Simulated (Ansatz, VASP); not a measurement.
**Two plane-wave programs on WS2**

```
W S
1.0
     1.57900    0.91164    6.16333
    -1.57900    0.91164    6.16333
     0.00000   -1.82327    6.16333
W S
1 2
Direct
  0.00000 0.00000 0.00000
  0.75030 0.75030 0.75030
  0.59722 0.59722 0.59722
```

Alike in both runs: task single point; functional PBEsol; dispersion D3(BJ); k mesh 12 × 12 × 12; occupations gaussian, width 0.05 eV; no spin polarisation.

```csv
,VASP,Ansatz
version,VASP 6.6.1,Ansatz 0.2.0
potentials or method,"VASP PAW PBE potentials, release 64 (W_sv, S), cutoff 520 eV","scalar-relativistic, plane waves, PAW"
valence electrons in the cell,26,26
```

```tsv
	VASP	Ansatz	Ansatz less VASP
gap on the k mesh at the Fermi level (eV)	none	none	-
pressure (GPa)	16.8	16.6	-0.17
traceless stress, the component that is largest in VASP (GPa)	10.15	10.07	-0.082
rms of the force components (eV/Å)	2.904	2.884	-0.0194
```

VASP's potentials were made for PBE, not for PBEsol. Atom by atom the forces differ by 0.020 eV/Å (rms over components). A gap of «none» marks a metal or a gap that the smearing closes.

Neither program's run includes spin-orbit coupling.
